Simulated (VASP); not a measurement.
BN: single point with PBE+D3(BJ)

BN, a slab with vacuum:

```
B N
1.0
     2.50224    0.00000    0.00000
    -1.25112    2.16701    0.00000
     0.00000    0.00000   23.37539
B N
2 2
Cartesian
  1.2511 0.7223 10.0163
  0.0000 1.4447 13.3592
  0.0000 1.4447 10.0147
  0.0000 0.0000 13.3606
```

| Item | Value |
| --- | --- |
| Program | VASP 6.6.1 |
| Task | single point |
| Functional | PBE |
| Dispersion | D3(BJ) |
| Potentials or basis | VASP PAW PBE potentials, release 64 (B, N) |
| Cutoff | 520 eV |
| k mesh | 48 × 48 × 1 |
| Occupations | gaussian, width 0.05 eV |
| Spin | no spin polarisation |

| Item | Value |
| --- | --- |
| Largest force | 0.011 eV/Å |
| Band gap on the k mesh | 4.50 eV (least direct gap 4.56 eV) |
| Dispersion energy per atom | -0.106 eV |

Forces on the atoms (eV/Å):
```
B    0.000  0.000 -0.011
B    0.000  0.000 -0.003
N    0.000  0.000  0.011
N    0.000  0.000  0.002
```

Levels at points of the mesh, in eV from the valence-band top:
```
           k point  band 5  band 6  band 7  band 8  band 9  band 10  band 11  band 12
(0.00, 0.00, 0.00)   -1.42   -1.42   -1.32   -1.32    4.75     5.25     5.84     6.64
(0.50, 0.00, 0.00)   -4.23   -4.12   -1.13   -0.81    4.50     5.05     9.72     9.81
```

Wall time 16 min on 1 thread of Oxide Virtual Turin-like Processor (shared host), peak memory 0.49 GiB.
